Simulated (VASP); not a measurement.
Write the native input for VASP 6.6.1 that does the following.

```yaml
Task: single point
Functional: r2SCAN
Potentials_or_basis: VASP PAW PBE potentials, release 64 (Ba_sv, F_h)
Cutoff: 1490 eV
k_mesh: 6 × 6 × 6
Occupations: gaussian, width 0.02 eV
Spin: no spin polarisation
Dipole_correction: no
Further_INCAR_settings: ALGO = Normal; EDIFF = 1e-06; NBANDS = 19
```

Crystal: BaF2.

```xyz
3
Lattice="0.0000 3.0661 3.0661 3.0661 0.0000 3.0661 3.0661 3.0661 0.0000" Properties=species:S:1:pos:R:3 pbc="T T T"
Ba    0.0000    0.0000    0.0000
F     1.5330    1.5330    1.5330
F     4.5991    4.5991    4.5991
```

These files were run (other wordings do the same):

POSCAR

```
BaF2
1.0
    0.0000000000      3.0660723886      3.0660723886
    3.0660723886      0.0000000000      3.0660723886
    3.0660723886      3.0660723886      0.0000000000
Ba F
1 2
Direct
    0.0000000000      0.0000000000      0.0000000000
    0.2500000000      0.2500000000      0.2500000000
    0.7500000000      0.7500000000      0.7500000000
```

INCAR.step1

```
SYSTEM = BaF2
ALGO     = Normal         ! electronic algorithm
EDIFF    = 1E-5           ! SCF threshold, eV
ENCUT    = 1490           ! plane-wave cutoff, eV
GGA      = PE             ! functional
GGA_COMPAT= .False.      
ISMEAR   = 0              ! smearing method
LASPH    = .True.         ! aspherical terms in the spheres
LCHARG   = .False.        ! write CHGCAR
LREAL    = .False.        ! projectors in reciprocal space
LWAVE    = .True.         ! write WAVECAR
NBANDS   = 19             ! bands
NELM     = 120            ! most SCF steps
PREC     = Accurate       ! precision mode
SIGMA    = 0.02           ! smearing width, eV
```

INCAR.step2

```
SYSTEM = BaF2
ALGO     = Normal         ! electronic algorithm
EDIFF    = 1E-6           ! SCF threshold, eV
ENCUT    = 1490           ! plane-wave cutoff, eV
GGA_COMPAT= .False.      
ISIF     = 2              ! what is computed and relaxed
ISMEAR   = 0              ! smearing method
ISTART   = 1            
LASPH    = .True.         ! aspherical terms in the spheres
LCHARG   = .False.        ! write CHGCAR
LMIXTAU  = .True.       
LREAL    = .False.        ! projectors in reciprocal space
LWAVE    = .False.        ! write WAVECAR
METAGGA  = R2SCAN         ! meta-GGA
NBANDS   = 19             ! bands
NELM     = 120            ! most SCF steps
PREC     = Accurate       ! precision mode
SIGMA    = 0.02           ! smearing width, eV
```

KPOINTS

```
k-points
0
Gamma
  6 6 6
  0 0 0
```

Potentials or basis: VASP PAW PBE potentials, release 64 (Ba_sv, F_h).

Run with:

```sh
$ cat potpaw_PBE.64/Ba_sv/POTCAR potpaw_PBE.64/F_h/POTCAR > POTCAR
$ cp INCAR.step1 INCAR
$ mpirun -np 1 vasp_std > vasp.out
$ cp INCAR.step2 INCAR
$ mpirun -np 1 vasp_std > vasp.out
```

It gave:

- Pressure: 3.3 GPa
- Band gap on the k mesh: 7.50 eV (least direct gap 7.58 eV)

Caveat: the cell stands under pressure; the PAW data sets were made with another functional, which shifts forces and pressure a little; spin-orbit coupling is left out, which moves the levels of the heavy elements.

It took 5.3 min on 1 thread of AMD EPYC 7R13 Processor (Zen 3) (shared host), peak memory 0.5 GiB.
